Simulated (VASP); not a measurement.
# InSe (P6_3/mmc) in VASP: notebook

InSe is run at these levels: r2SCAN; tasks: single point.

Everything below comes from runs of VASP 6.6.1. Logs are shortened: lines on timing, memory, paths and dates and some standing lists are left out, and cuts for length are marked.

### Step 1. The cell of the first run

Symmetry: P6_3/mmc, No. 194, hexagonal system. Conventional cell: a = 4.042 Å, b = 4.042 Å, c = 17.428 Å, α = 90.00°, β = 90.00°, γ = 120.00°. In (site symmetry 3m) has 3 Se at 2.65 Å and 1 In at 2.80 Å within 3.5 Å. Se (site symmetry 3m) has 3 In at 2.65 Å within 3.5 Å.

### Step 2. Single point, r2SCAN

POSCAR reads:

```
InSe
1.0
    4.0417341700      0.0000000000      0.0000000000
   -2.0208670800      3.5002444600      0.0000000000
    0.0000000000      0.0000000000     17.4284434000
In Se
4 4
Direct
    0.3333333300      0.6666666700      0.3303039600
    0.6666666700      0.3333333300      0.8303039600
    0.6666666700      0.3333333300      0.6696960400
    0.3333333300      0.6666666700      0.1696960400
    0.3333333300      0.6666666700      0.5973247600
    0.6666666700      0.3333333300      0.0973247600
    0.6666666700      0.3333333300      0.4026752400
    0.3333333300      0.6666666700      0.9026752400
```

INCAR.step1 reads:

```
SYSTEM = InSe
PREC = Accurate
ENCUT = 520
ISMEAR = 0
SIGMA = 0.1
LREAL = .False.
LASPH = .True.
NELM = 100
NBANDS = 48
GGA = PE
ALGO = Normal
EDIFF = 1E-4
LWAVE = .True.
LCHARG = .False.
```

INCAR.step2 reads:

```
SYSTEM = InSe
PREC = Accurate
ENCUT = 520
EDIFF = 1E-6
ISMEAR = 0
SIGMA = 0.1
LREAL = .False.
LASPH = .True.
NELM = 100
ALGO = Normal
ISIF = 2
LWAVE = .False.
LCHARG = .False.
METAGGA = R2SCAN
LMIXTAU = .True.
NBANDS = 48
ISTART = 1
```

KPOINTS reads:

```
regular mesh
0
Gamma
  6 6 1
  0 0 0
```

Potentials or basis: VASP PAW PBE potentials, release 64 (In_d, Se).

The run is started by

```
> cat potpaw_PBE.64/In_d/POTCAR potpaw_PBE.64/Se/POTCAR > POTCAR
> cp INCAR.step1 INCAR
> mpirun -np 1 vasp_std > vasp.out
> cp INCAR.step2 INCAR
> mpirun -np 1 vasp_std > vasp.out
```

OUTCAR:

```text
SYSTEM = InSe
   PREC = Accurate
   ENCUT = 520
   EDIFF = 1E-6
   ISMEAR = 0
   LREAL = .False.
   LASPH = .True.
   NELM = 100
   ISIF = 2
   METAGGA = R2SCAN
   ISTART = 1

 ion  position               nearest neighbor table
   1  0.333  0.667  0.330-   7 2.65   7 2.65   7 2.65   4 2.80
   2  0.667  0.333  0.830-   8 2.65   8 2.65   8 2.65   3 2.80
   3  0.667  0.333  0.670-   5 2.65   5 2.65   5 2.65   2 2.80
   4  0.333  0.667  0.170-   6 2.65   6 2.65   6 2.65   1 2.80
   5  0.333  0.667  0.597-   3 2.65   3 2.65   3 2.65
   6  0.667  0.333  0.097-   4 2.65   4 2.65   4 2.65
   7  0.667  0.333  0.403-   1 2.65   1 2.65   1 2.65
   8  0.333  0.667  0.903-   2 2.65   2 2.65   2 2.65

  LATTYP: Found a hexagonal cell.
 ALAT       =     4.0417341700
 C/A-ratio  =     4.3121201610

  Lattice vectors:

 A1 = (   4.0417341700,   0.0000000000,   0.0000000000)
 A2 = (  -2.0208670800,   3.5002444600,   0.0000000000)
 A3 = (   0.0000000000,   0.0000000000,  17.4284434000)

Analysis of symmetry for initial positions (statically):
=====================================================================
 Subroutine PRICEL returns:
 Original cell was already a primitive cell.

 Routine SETGRP: Setting up the symmetry group for a
 hexagonal supercell.

 Subroutine GETGRP returns: Found 24 space group operations
 (whereof 12 operations were pure point group operations)
 out of a pool of 24 trial point group operations.

The static configuration has the point symmetry D_3d.
 The point group associated with its full space group is D_6h.

Analysis of symmetry for dynamics (positions and initial velocities):
=====================================================================
 Subroutine PRICEL returns:
 Original cell was already a primitive cell.

 Routine SETGRP: Setting up the symmetry group for a
 hexagonal supercell.

 Subroutine GETGRP returns: Found 24 space group operations
 (whereof 12 operations were pure point group operations)
 out of a pool of 24 trial point group operations.

The dynamic configuration has the point symmetry D_3d.
 The point group associated with its full space group is D_6h.

 Subroutine INISYM returns: Found 24 space group operations
 (whereof 12 operations are pure point group operations),
 and found     1 'primitive' translations

[... 90 lines left out ...]
   EDIFFG = 0.1E-04   stopping-criterion for IOM
   NSW    =      0    number of steps for IOM
   IBRION =     -1    ionic relax: 0-MD 1-quasi-New 2-CG
   NFREE  =      0    steps in history (QN), initial steepest desc. (CG)
   ISIF   =      2    stress and relaxation
   ISYM   =      2    0-nonsym 1-usesym 2-fastsym
   POTIM  = 0.5000    time-step for ionic-motion
   TEBEG  =    0.0;   TEEND  =   0.0 temperature during run
   PSTRESS=    0.0 pullay stress
   NELECT =      76.0000    total number of electrons
   NUPDOWN=      -1.0000    fix difference up-down
   EMIN   =  10.00;   EMAX   =-10.00  energy-range for DOS
   EFERMI =   0.00;   METHOD = LEGACY
   ISMEAR =     0;   SIGMA  =   0.10  broadening in eV -4-tet -1-fermi 0-gaus
   EFERMI_NEDOS =   21; number of points for ismear=-14 and -15
   IALGO  =     38    algorithm
   IMIX   =      4    mixing-type and parameters
     AMIX     =   0.40;   BMIX     =  1.00
     AMIX_MAG =   1.60;   BMIX_MAG =  1.00
  volume/ion in A,a.u.               =      30.82       207.98
  Fermi-wavevector in a.u.,A,eV,Ry     =   1.105871  2.089793 16.639253  1.222951
  Thomas-Fermi vector in A             =   2.242364
   LORBIT       =      0    0 simple, 1 ext, 2 COOP (PROOUT), +10 PAW based schemes
   METAGGA = R2SCAN    functional components
   LHFCALC =     F    Hartree Fock is set to
   AEXX    =    0.0000 exact exchange contribution
   IVDW    =     0    specifies the selected vdW correction
   LEPSILON=     F    determine dielectric tensor
   LRPA    =     F    only Hartree local field effects (RPA)
 non-spin polarized calculation
 Gauss-broadening in eV      SIGMA  =   0.10
  energy-cutoff  :      520.00
  volume of cell :      246.56
 maximum number of plane-waves:      6679
   NGX = 15   NGY = 15   NGZ = 65

 number of electron      75.9999983 magnetization

 Free energy of the ion-electron system (eV)
  ---------------------------------------------------
  ext. energy  EPLUGINS =         0.00000000
  ---------------------------------------------------
  free energy    TOTEN  =      -152.94210656 eV

  energy without entropy =     -152.94210656  energy(sigma->0) =     -152.94210656

 E-fermi :   3.7051     XC(G=0):  -9.1410

 val. band max:        3.2538759753   @ k =   0.0000   0.0000   0.0000
 cond. band min:       4.1963321825   @ k =   0.0000   0.0000   0.0000
 fundamental gap:      0.9424562073
 Fermi energy:         3.7051202601

 k-point     1 :       0.0000    0.0000    0.0000
  band No.  band energies     occupation
      1     -11.9017      2.00000
      2     -11.9016      2.00000
      3     -11.7171      2.00000
      4     -11.7171      2.00000
      5     -11.7169      2.00000
      6     -11.7169      2.00000
[... 346 lines left out ...]
     47       9.5001      0.00000
     48       9.5001      0.00000

------------------------ aborting loop because EDIFF is reached ----------------------------------------

  FORCE on cell =-STRESS in cart. coord.  units (eV):
  Direction    XX          YY          ZZ          XY          YZ          ZX
  --------------------------------------------------------------------------------------
  -------------------------------------------------------------------------------------
  Total        0.0478590      0.0478590      0.0380154      0.0000000      0.0000000     -0.0000000
  in kB        0.3109922      0.3109922      0.2470277      0.0000000      0.0000000     -0.0000000
  external PRESSURE =       0.2896707 kB  Pullay stress =       0.0000000 kB

 VOLUME and BASIS-vectors are now :
 -----------------------------------------------------------------------------
  energy-cutoff  :      520.00
  volume of cell :      246.56
      direct lattice vectors                 reciprocal lattice vectors
     4.041734170  0.000000000  0.000000000     0.247418548  0.142847165  0.000000000
    -2.020867080  3.500244460  0.000000000     0.000000000  0.285694331  0.000000000
     0.000000000  0.000000000 17.428443400     0.000000000  0.000000000  0.057377471

 POSITION                                       TOTAL-FORCE (eV/Angst)
 -----------------------------------------------------------------------------------
     -0.00000      2.33350      5.75668         0.000000      0.000000     -0.011787
      2.02087      1.16675     14.47091        -0.000000     -0.000000     -0.011787
      2.02087      1.16675     11.67176         0.000000     -0.000000      0.011787
     -0.00000      2.33350      2.95754         0.000000      0.000000      0.011787
     -0.00000      2.33350     10.41044        -0.000000     -0.000000      0.007409
      2.02087      1.16675      1.69622         0.000000      0.000000      0.007409
      2.02087      1.16675      7.01800         0.000000      0.000000     -0.007409
     -0.00000      2.33350     15.73222        -0.000000     -0.000000     -0.007409
 -----------------------------------------------------------------------------------
    total drift:                                0.000008     -0.000005      0.000007

  FREE ENERGIE OF THE ION-ELECTRON SYSTEM (eV)
  ---------------------------------------------------
  free  energy   TOTEN  =      -152.9421065554 eV

  energy  without entropy=     -152.9421065554  energy(sigma->0) =     -152.94210656
```

OUTCAR.step1:

```text
SYSTEM = InSe
   PREC = Accurate
   ENCUT = 520
   ISMEAR = 0
   LREAL = .False.
   LASPH = .True.
   NELM = 100
[... 583 lines left out ...]
      2.02087      1.16675      1.69622        -0.000000      0.000000     -0.198525
      2.02087      1.16675      7.01800        -0.000000      0.000000      0.198525
     -0.00000      2.33350     15.73222         0.000000     -0.000000      0.198525
 -----------------------------------------------------------------------------------
    total drift:                                0.000009     -0.000005      0.000007

  FREE ENERGIE OF THE ION-ELECTRON SYSTEM (eV)
  ---------------------------------------------------
  free  energy   TOTEN  =       -28.3602357402 eV

  energy  without entropy=      -28.3602319671  energy(sigma->0) =      -28.36023385
```

OSZICAR.step1:

```text
N       E                     dE             d eps       ncg     rms          rms(c)
DAV:   1     0.774215227678E+03    0.77422E+03   -0.33874E+04   672   0.174E+03
DAV:   2     0.871949159151E+02   -0.68702E+03   -0.66595E+03   680   0.465E+02
DAV:   3    -0.220851954682E+02   -0.10928E+03   -0.10618E+03   816   0.193E+02
DAV:   4    -0.290343984429E+02   -0.69492E+01   -0.69010E+01   824   0.487E+01
DAV:   5    -0.292719582002E+02   -0.23756E+00   -0.23747E+00   808   0.935E+00    0.102E+01
DAV:   6    -0.283793784092E+02    0.89258E+00   -0.14027E+00   888   0.158E+01    0.577E+00
DAV:   7    -0.283636366891E+02    0.15742E-01   -0.10105E+00   960   0.546E+00    0.147E+00
DAV:   8    -0.283565752446E+02    0.70614E-02   -0.10342E-01   968   0.316E+00    0.103E+00
DAV:   9    -0.283594515789E+02   -0.28763E-02   -0.18973E-02   760   0.577E-01    0.419E-01
DAV:  10    -0.283598416361E+02   -0.39006E-03   -0.21769E-03   968   0.401E-01    0.227E-01
DAV:  11    -0.283602496299E+02   -0.40799E-03   -0.11401E-03   680   0.195E-01    0.727E-02
DAV:  12    -0.283602357402E+02    0.13890E-04   -0.68795E-05   416   0.873E-02
   1 F= -.28360236E+02 E0= -.28360234E+02  d E =-.377307E-05
```

Run time: 21 min. Hardware: 1 thread of Oxide Virtual Turin-like, shared host; peak memory 0.39 GiB.

What came out:

* Free energy: -152.9421 eV
* Pressure: 0.0 GPa
* Largest force: 0.012 eV/Å
* Band gap on the k mesh: 0.94 eV

Forces in eV/Å, atoms in the order of the input:
```
In   0.000  0.000 -0.012
In   0.000  0.000 -0.012
In   0.000  0.000  0.012
In   0.000  0.000  0.012
Se   0.000  0.000  0.007
Se   0.000  0.000  0.007
Se   0.000  0.000 -0.007
Se   0.000  0.000 -0.007
```

Levels at points of the mesh, in eV from the valence-band top:
```
           k point  band 35  band 36  band 37  band 38  band 39  band 40  band 41  band 42
(0.00, 0.00, 0.00)    -1.20    -1.12    -1.12     0.00     0.94     1.91     2.61     2.63
(0.50, 0.00, 0.00)    -2.05    -2.05    -1.80    -1.36     1.70     1.73     2.20     2.33
```

Caveat: the PAW data sets were made with another functional, which shifts forces and pressure a little; spin-orbit coupling is left out, which moves the levels of the heavy elements.

### Step 3. Single point, r2SCAN

POSCAR reads:

```
InSe
1.0
    4.0432250779     -0.0000000029      0.0000000000
   -2.0216125364      3.5015356321      0.0000000000
    0.0000000000      0.0000000000     17.4333183589
In Se
4 4
Direct
    0.3333333333      0.6666666667      0.3302649919
    0.6666666667      0.3333333333      0.8302649919
    0.6666666667      0.3333333333      0.6697350081
    0.3333333333      0.6666666667      0.1697350081
    0.3333333333      0.6666666667      0.5975333065
    0.6666666667      0.3333333333      0.0975333065
    0.6666666667      0.3333333333      0.4024666935
    0.3333333333      0.6666666667      0.9024666935
```

INCAR.step1 reads:

```
SYSTEM = InSe
PREC = Accurate
ENCUT = 520
ISMEAR = 0
SIGMA = 0.02
LREAL = .FALSE.
LASPH = .TRUE.
NELM = 60
NBANDS = 48
GGA = PE
ALGO = Normal
EDIFF = 1E-4
LWAVE = .TRUE.
LCHARG = .FALSE.
```

INCAR.step2 reads:

```
SYSTEM = InSe
PREC = Accurate
ENCUT = 520
EDIFF = 1E-6
ISMEAR = 0
SIGMA = 0.02
LREAL = .FALSE.
LASPH = .TRUE.
NELM = 60
ALGO = Normal
ISIF = 2
LWAVE = .FALSE.
LCHARG = .TRUE.
METAGGA = R2SCAN
LMIXTAU = .TRUE.
LELF = .TRUE.
LVHAR = .TRUE.
NBANDS = 48
ISTART = 1
```

KPOINTS reads:

```
regular mesh
0
G
  9 9 2
  0 0 0
```

Potentials or basis: VASP PAW PBE potentials, release 64 (In_d, Se).

The run is started by

```
> cat potpaw_PBE.64/In_d/POTCAR potpaw_PBE.64/Se/POTCAR > POTCAR
> cp INCAR.step1 INCAR
> mpirun -np 1 vasp_std > vasp.out
> cp INCAR.step2 INCAR
> mpirun -np 1 vasp_std > vasp.out
```

It took 60 min on 1 thread of Oxide Virtual Turin-like, shared host; peak memory 0.48 GiB.

It converged, with:

- Free energy: -152.9653 eV
- Pressure: 0.0 GPa
- Largest force: 0.015 eV/Å
- Band gap on the k mesh: 0.94 eV

Forces in eV/Å, atoms in the order of the input:
```
In   0.000  0.000 -0.012
In   0.000  0.000 -0.012
In   0.000  0.000  0.012
In   0.000  0.000  0.012
Se   0.000  0.000 -0.015
Se   0.000  0.000 -0.015
Se   0.000  0.000  0.015
Se   0.000  0.000  0.015
```

Levels at points of the mesh, in eV from the valence-band top:
| k point | band 36 | band 37 | band 38 | band 39 | band 40 | band 41 |
| --- | --- | --- | --- | --- | --- | --- |
| (0.00, 0.00, 0.00) | -1.13 | -1.13 | 0.00 | 0.94 | 1.89 | 2.60 |
| (0.00, 0.00, 0.50) | -1.15 | -0.67 | -0.67 | 1.51 | 1.51 | 2.61 |

Caveat: the PAW data sets were made with another functional, which shifts forces and pressure a little; spin-orbit coupling is left out, which moves the levels of the heavy elements.
